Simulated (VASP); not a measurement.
**AlN: single point with LDA**

Crystal: AlN.

```
CELL_PARAMETERS angstrom
2.15789 2.15789 0.00000
-2.15789 2.15789 0.00000
0.00000 2.15789 2.15789
ATOMIC_POSITIONS crystal
Al 0.00000 0.00000 0.00000
N 0.25000 0.75000 0.50000
```

```json
{
  "Program": "VASP 6.6.1",
  "Task": "single point",
  "Functional": "LDA",
  "Potentials or basis": "VASP PAW LDA potentials, release 64 (Al, N)",
  "Cutoff": "520 eV",
  "k mesh": "10 × 10 × 10",
  "Occupations": "gaussian, width 0.01 eV",
  "Spin": "no spin polarisation",
  "Dipole correction": "no",
  "Further INCAR settings": "ALGO = Normal; EDIFF = 1e-07; NBANDS = 11"
}
```

```
Pressure               : 4.7 GPa
Band gap on the k mesh : 3.24 eV, indirect (least direct gap 4.56 eV)
```

Levels at points of the mesh, in eV from the valence-band top:
```csv
k point,band 1,band 2,band 3,band 4,band 5,band 6,band 7,band 8,band 9
"(0.00, 0.00, 0.00)",-15.04,0.00,0.00,0.00,4.56,12.69,12.69,12.69,17.81
"(0.50, 0.00, 0.00)",-12.81,-6.06,-0.49,-0.49,7.60,10.01,11.19,11.19,18.22
"(0.50, 0.50, 0.00)",-12.11,-5.07,-1.83,-1.83,3.24,8.63,14.24,15.94,15.94
```

Wall time 4.4 s on 1 thread of Intel(R) Xeon(R) Platinum 8488C (Sapphire Rapids), with other jobs on the host, peak memory 0.12 GiB.

A k mesh can miss the band edges. LDA gaps usually lie below the measured ones, often by a third to a half.
